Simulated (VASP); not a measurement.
Wanted: the native input for a VASP 6.6.1 run.

| Quantity | Value |
| --- | --- |
| Task | single point |
| Functional | LDA |
| Potentials or basis | VASP PAW LDA potentials, release 64 (Sb_d_GW) |
| Cutoff | 500 eV |
| k mesh | 8 × 8 × 8 |
| Occupations | fermi-dirac, width 0.05 eV |
| Spin | no spin polarisation |
| Dipole correction | no |
| Further INCAR settings | ALGO = Normal; EDIFF = 1e-06; NBANDS = 22 |

The structure of Sb lies in POSCAR:

```
Sb
1.0
    2.1542000000      1.2437279499      3.7580000000
   -2.1542000000      1.2437279499      3.7580000000
    0.0000000000     -2.4874558998      3.7580000000
Sb
2
Direct
    0.7665100000      0.7665100000      0.7665100000
    0.2334900000      0.2334900000      0.2334900000
```

The input as run:

INCAR

```
SYSTEM = Sb
ALGO = Normal
EDIFF = 1E-6
ENCUT = 500
GGA_COMPAT = .FALSE.
ISIF = 2
ISMEAR = -1
LASPH = .TRUE.
LCHARG = .FALSE.
LREAL = .FALSE.
LWAVE = .FALSE.
NBANDS = 22
NELM = 120
PREC = Accurate
SIGMA = 0.05
```

KPOINTS

```
k-points
0
G
  8 8 8
  0 0 0
```

Potentials or basis: VASP PAW LDA potentials, release 64 (Sb_d_GW).

Command:

```bash
$ cat potpaw_LDA.64/Sb_d_GW/POTCAR > POTCAR
$ mpirun -np 1 vasp_std > vasp.out
```

Results of the run:

```json
{
  "Pressure": "-1.2 GPa",
  "Largest force": "0.021 eV/Å",
  "Band gap on the k mesh": "zero (bands 15 and 16 overlap by 0.30 eV)"
}
```

Caveat: spin-orbit coupling is left out, which moves the levels of the heavy elements.

It took 100 s on 1 thread of Intel(R) Xeon(R) Platinum 8259CL CPU @ 2.50GHz (Skylake/Cascade Lake), with other jobs on the host, peak memory 0.22 GiB.
